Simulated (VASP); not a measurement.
# Te2Mo (P1) in VASP: a series of runs, part 2 of 2

VASP 6.6.1.

## (3) Single point, r2SCAN

POSCAR

```
Te2Mo
1.0
    1.7509539888      1.0109137567      7.0687660149
   -1.7509539888      1.0109137567      7.0687660149
    0.0000000000     -2.0218275135      7.0687660149
Mo Te
1 2
Direct
   -0.0072327213      0.0141853172     -0.0150143991
    0.2526962396      0.2357489068      0.2513883675
    0.7527424809      0.7535843077      0.7599018524
```

INCAR.step1

```
PREC = Accurate
ENCUT = 520
ISMEAR = -1
SIGMA = 0.026
LREAL = F
LASPH = T
NELM = 100
NBANDS = 20
GGA = PE
ALGO = Normal
EDIFF = 1E-4
LWAVE = T
LCHARG = F
```

INCAR.step2

```
PREC = Accurate
ENCUT = 520
EDIFF = 1E-7
ISMEAR = -1
SIGMA = 0.026
LREAL = F
LASPH = T
NELM = 100
ALGO = Normal
ISIF = 2
LWAVE = F
LCHARG = T
METAGGA = R2SCAN
LMIXTAU = T
LELF = T
LVHAR = T
NBANDS = 20
ISTART = 1
```

KPOINTS

```
regular mesh
0
Gamma
  4 4 4
```

Potentials or basis: VASP PAW PBE potentials, release 64 (Mo_sv, Te).

The run is started by

```
> cat potpaw_PBE.64/Mo_sv/POTCAR potpaw_PBE.64/Te/POTCAR > POTCAR
> cp INCAR.step1 INCAR
> mpirun -np 1 vasp_std > vasp.out
> cp INCAR.step2 INCAR
> mpirun -np 1 vasp_std > vasp.out
```

OUTCAR:

```text
PREC = Accurate
   ENCUT = 520
   EDIFF = 1E-7
   ISMEAR = -1
   LREAL = F
   LASPH = T
   NELM = 100
   ISIF = 2
   METAGGA = R2SCAN
   ISTART = 1

 ion  position               nearest neighbor table
   1  0.993  0.014  0.985-   2 2.66   2 2.67   2 2.76   3 2.76   3 2.81   3 2.84
   2  0.253  0.236  0.251-   1 2.66   1 2.67   1 2.76
   3  0.753  0.754  0.760-   1 2.76   1 2.81   1 2.84

  LATTYP: Found a trigonal (rhomboedric) cell.
 ALAT       =     7.3522268373
 COS(alpha) =     0.8865664124

  Lattice vectors:

 A1 = (   1.7509539888,   1.0109137567,   7.0687660149)
 A2 = (  -1.7509539888,   1.0109137567,   7.0687660149)
 A3 = (   0.0000000000,  -2.0218275135,   7.0687660149)

Analysis of symmetry for initial positions (statically):
=====================================================================
 Subroutine PRICEL returns:
 Original cell was already a primitive cell.

 Routine SETGRP: Setting up the symmetry group for a
 trigonal (rhombohedral) supercell.

 Subroutine GETGRP returns: Found  1 space group operations
 (whereof  1 operations were pure point group operations)
 out of a pool of 12 trial point group operations.

The static configuration has the point symmetry C_1 .

Analysis of symmetry for dynamics (positions and initial velocities):
=====================================================================
 Subroutine PRICEL returns:
 Original cell was already a primitive cell.

 Routine SETGRP: Setting up the symmetry group for a
 trigonal (rhombohedral) supercell.

 Subroutine GETGRP returns: Found  1 space group operations
 (whereof  1 operations were pure point group operations)
 out of a pool of 12 trial point group operations.

The dynamic configuration has the point symmetry C_1 .

 Subroutine INISYM returns: Found  1 space group operations
 (whereof  1 operations are pure point group operations),
 and found     1 'primitive' translations

[... 107 lines left out ...]
   NELECT =      26.0000    total number of electrons
   NUPDOWN=      -1.0000    fix difference up-down
   EMIN   =  10.00;   EMAX   =-10.00  energy-range for DOS
   EFERMI =   0.00;   METHOD = LEGACY
   ISMEAR =    -1;   SIGMA  =   0.03  broadening in eV -4-tet -1-fermi 0-gaus
   EFERMI_NEDOS =   21; number of points for ismear=-14 and -15
   IALGO  =     38    algorithm
   IMIX   =      4    mixing-type and parameters
     AMIX     =   0.40;   BMIX     =  1.00
     AMIX_MAG =   1.60;   BMIX_MAG =  1.00
  volume/ion in A,a.u.               =      25.02       168.87
  Fermi-wavevector in a.u.,A,eV,Ry     =   1.149665  2.172552 17.983229  1.321730
  Thomas-Fermi vector in A             =   2.286334
   LORBIT       =      0    0 simple, 1 ext, 2 COOP (PROOUT), +10 PAW based schemes
   METAGGA = R2SCAN    functional components
   LHFCALC =     F    Hartree Fock is set to
   AEXX    =    0.0000 exact exchange contribution
   IVDW    =     0    specifies the selected vdW correction
   LEPSILON=     F    determine dielectric tensor
   LRPA    =     F    only Hartree local field effects (RPA)
 non-spin polarized calculation
  energy-cutoff  :      520.00
  volume of cell :       75.07
 maximum number of plane-waves:      2054
 NGX is ok and might be reduce to    56
   NGX = 27   NGY = 27   NGZ = 27

 number of electron      26.0000001 magnetization

 Free energy of the ion-electron system (eV)
  ---------------------------------------------------
  ext. energy  EPLUGINS =         0.00000000
  ---------------------------------------------------
  free energy    TOTEN  =       -77.13208475 eV

  energy without entropy =      -77.12696391  energy(sigma->0) =      -77.12952433

 E-fermi :   8.4843     XC(G=0): -11.0583

 val. band max:        8.4398220802   @ k =   0.5000   0.2500   0.0000
 cond. band min:       8.5363043496   @ k =   0.0000  -0.2500   0.5000
 fundamental gap:      0.0964822694
 Fermi energy:         8.4842600658

 k-point     1 :       0.0000    0.0000    0.0000
  band No.  band energies     occupation
      1     -54.7306      2.00000
      2     -28.1633      2.00000
      3     -28.0527      2.00000
      4     -28.0451      2.00000
      5      -5.5219      2.00000
      6      -4.2341      2.00000
[... 541 lines left out ...]
     19      15.1975      0.00000
     20      16.3034      0.00000

 [... further k-points ...]
[... 5 lines left out ...]
  --------------------------------------------------------------------------------------
  -------------------------------------------------------------------------------------
  Total        0.2091588      0.4928266      0.1502801      0.1940112     -0.2313759      0.4544182
  in kB        4.4637820     10.5177053      3.2072178      4.1405094     -4.9379315      9.6980100
  external PRESSURE =       6.0629017 kB  Pullay stress =       0.0000000 kB

 VOLUME and BASIS-vectors are now :
 -----------------------------------------------------------------------------
  energy-cutoff  :      520.00
  volume of cell :       75.07
      direct lattice vectors                 reciprocal lattice vectors
     1.750953989  1.010913757  7.068766015     0.285558617  0.164867345  0.047155802
    -1.750953989  1.010913757  7.068766015    -0.285558617  0.164867345  0.047155802
     0.000000000 -2.021827513  7.068766015     0.000000000 -0.329734689  0.047155802

 POSITION                                       TOTAL-FORCE (eV/Angst)
 -----------------------------------------------------------------------------------
      1.71345     -0.97353     14.08055         0.369668     -0.339651      1.189661
      0.02967     -0.01449      5.22971        -0.318726      0.239953     -0.588775
     -0.00147     -0.01362     16.01944        -0.050943      0.099698     -0.600886
 -----------------------------------------------------------------------------------
    total drift:                                0.000054     -0.000051      0.000079

  FREE ENERGIE OF THE ION-ELECTRON SYSTEM (eV)
  ---------------------------------------------------
  free  energy   TOTEN  =       -77.1320847525 eV

  energy  without entropy=      -77.1269639138  energy(sigma->0) =      -77.12952433
```

OUTCAR.step1:

```text
PREC = Accurate
   ENCUT = 520
   ISMEAR = -1
   LREAL = F
   LASPH = T
[... 777 lines left out ...]
      1.71345     -0.97353     14.08055         0.382651     -0.353678      1.189113
      0.02967     -0.01449      5.22971        -0.322072      0.243751     -0.841405
     -0.00147     -0.01362     16.01944        -0.060580      0.109927     -0.347707
 -----------------------------------------------------------------------------------
    total drift:                               -0.000048      0.000031      0.000586

  FREE ENERGIE OF THE ION-ELECTRON SYSTEM (eV)
  ---------------------------------------------------
  free  energy   TOTEN  =       -17.4074285575 eV

  energy  without entropy=      -17.4035298850  energy(sigma->0) =      -17.40547922
```

OSZICAR.step1:

```text
N       E                     dE             d eps       ncg     rms          rms(c)
DAV:   1     0.156706500092E+03    0.15671E+03   -0.12280E+04  1528   0.116E+03
DAV:   2    -0.116211546912E+02   -0.16833E+03   -0.16417E+03  1740   0.278E+02
DAV:   3    -0.179094264091E+02   -0.62883E+01   -0.61596E+01  1808   0.475E+01
DAV:   4    -0.179999144754E+02   -0.90488E-01   -0.90426E-01  1720   0.584E+00
DAV:   5    -0.180015629190E+02   -0.16484E-02   -0.16484E-02  1760   0.756E-01    0.146E+01
DAV:   6    -0.176279607053E+02    0.37360E+00   -0.36853E+00  1516   0.109E+01    0.616E+00
DAV:   7    -0.175234285133E+02    0.10453E+00   -0.25161E+00  1520   0.729E+00    0.375E+00
DAV:   8    -0.174070600577E+02    0.11637E+00   -0.55148E-01  1528   0.386E+00    0.132E+00
DAV:   9    -0.174083735030E+02   -0.13134E-02   -0.28985E-02  1656   0.937E-01    0.461E-01
DAV:  10    -0.174074333576E+02    0.94015E-03   -0.78324E-03  1576   0.597E-01    0.172E-01
DAV:  11    -0.174074285575E+02    0.48000E-05   -0.31059E-04  1500   0.117E-01
   1 F= -.17407429E+02 E0= -.17405479E+02  d E =-.389867E-02
```

Run time: 8.6 min. Hardware: 1 thread of AMD EPYC 9R45 (Zen 5), shared host; peak memory 0.46 GiB.

What came out:

```yaml
Free_energy: -77.1321 eV
Pressure: 0.6 GPa
Largest_force: 1.291 eV/Å
Band_gap_on_the_k_mesh: 0.10 eV, indirect (the least direct gap lies 0.4 meV higher)
```

Forces on the atoms (eV/Å):
```
Mo   0.370 -0.340  1.190
Te  -0.319  0.240 -0.589
Te  -0.051  0.100 -0.601
```

Levels at points of the mesh, in eV from the valence-band top:
```
           k point  band 9  band 10  band 11  band 12  band 13  band 14  band 15  band 16  band 17  band 18
(0.00, 0.00, 0.00)   -2.48    -1.72    -1.02    -0.75    -0.71     1.65     1.66     3.62     3.72     6.11
(0.50, 0.00, 0.00)   -4.30    -3.00    -2.45    -1.82    -0.43     0.89     1.40     2.76     2.84     5.21
(0.00, 0.50, 0.00)   -4.36    -3.07    -2.43    -1.70    -0.47     0.90     1.40     2.84     2.85     5.17
(0.00, 0.00, 0.50)   -4.32    -3.02    -2.41    -1.81    -0.45     0.89     1.39     2.78     2.81     5.19
(0.50, 0.50, 0.00)   -3.61    -2.92    -2.55    -2.00    -0.82     0.89     1.14     3.36     3.51     4.14
(0.50, 0.00, 0.50)   -3.63    -2.96    -2.67    -1.83    -0.83     0.90     1.14     3.49     3.53     4.13
(0.00, 0.50, 0.50)   -3.62    -2.91    -2.56    -2.02    -0.80     0.89     1.15     3.36     3.55     4.16
(0.50, 0.50, 0.50)   -2.48    -2.43    -0.75    -0.71    -0.49     1.43     1.46     3.84     3.97     6.60
```

Caveat: the k points lie up to 0.52 Å⁻¹ apart; the PAW data sets were made with another functional, which shifts forces and pressure a little; spin-orbit coupling is left out, which moves the levels of the heavy elements. A k mesh can miss the band edges.

## (4) Single point, r2SCAN

POSCAR

```
Te2Mo
1.0
    1.7509539888      1.0109137567      7.0687660149
   -1.7509539888      1.0109137567      7.0687660149
    0.0000000000     -2.0218275135      7.0687660149
Mo Te
1 2
Direct
   -0.0052853419      0.0157369124     -0.0135730488
    0.2525492007      0.2344036640      0.2496742904
    0.7514252745      0.7537628573      0.7605319339
```

INCAR.step1

```
ALGO = Normal
EDIFF = 1E-4
ENCUT = 520
GGA = PE
ISMEAR = -1
LASPH = True
LCHARG = False
LREAL = False
LWAVE = True
NBANDS = 20
NELM = 80
PREC = Accurate
SIGMA = 0.026
```

INCAR.step2

```
ALGO = Normal
EDIFF = 1E-7
ENCUT = 520
ISIF = 2
ISMEAR = -1
ISTART = 1
LASPH = True
LCHARG = False
LMIXTAU = True
LREAL = False
LWAVE = False
METAGGA = R2SCAN
NBANDS = 20
NELM = 80
PREC = Accurate
SIGMA = 0.026
```

KPOINTS

```
k-points
0
Gamma
  4 4 4
```

The run is started by

```
> cat potpaw_PBE.64/Mo_sv/POTCAR potpaw_PBE.64/Te/POTCAR > POTCAR
> cp INCAR.step1 INCAR
> mpirun -np 1 vasp_std > vasp.out
> cp INCAR.step2 INCAR
> mpirun -np 1 vasp_std > vasp.out
```

It took 8 min on 1 thread of AMD EPYC 9R45 (Zen 5), shared host; peak memory 0.45 GiB.

The run converged. Its results:

| Property | Result |
| --- | --- |
| Free energy | -77.1693 eV |
| Pressure | -0.2 GPa |
| Largest force | 0.654 eV/Å |
| Band gap on the k mesh | 0.11 eV, direct |

Forces on the atoms (eV/Å):
```
Mo   0.332 -0.326  0.460
Te  -0.268  0.180 -0.051
Te  -0.064  0.146 -0.409
```

Stress tensor (GPa, compression positive):
```
 0.02  0.24  0.74
 0.24  0.21 -0.12
 0.74 -0.12 -0.83
```

Levels at points of the mesh, in eV from the valence-band top:
| k point | band 11 | band 12 | band 13 | band 14 | band 15 | band 16 |
| --- | --- | --- | --- | --- | --- | --- |
| (0.00, 0.00, 0.00) | -1.15 | -0.73 | -0.69 | 1.65 | 1.66 | 3.59 |
| (0.50, 0.00, 0.00) | -2.44 | -1.83 | -0.41 | 0.92 | 1.40 | 2.71 |
| (0.00, 0.50, 0.00) | -2.39 | -1.75 | -0.46 | 0.92 | 1.40 | 2.78 |
| (0.00, 0.00, 0.50) | -2.39 | -1.81 | -0.44 | 0.91 | 1.40 | 2.74 |
| (0.50, 0.50, 0.00) | -2.55 | -2.01 | -0.83 | 0.91 | 1.14 | 3.37 |
| (0.50, 0.00, 0.50) | -2.62 | -1.91 | -0.85 | 0.92 | 1.13 | 3.45 |
| (0.00, 0.50, 0.50) | -2.53 | -2.06 | -0.81 | 0.92 | 1.15 | 3.34 |
| (0.50, 0.50, 0.50) | -0.72 | -0.69 | -0.53 | 1.42 | 1.46 | 3.81 |

Caveat: the k points lie up to 0.52 Å⁻¹ apart; the PAW data sets were made with another functional, which shifts forces and pressure a little; spin-orbit coupling is left out, which moves the levels of the heavy elements.
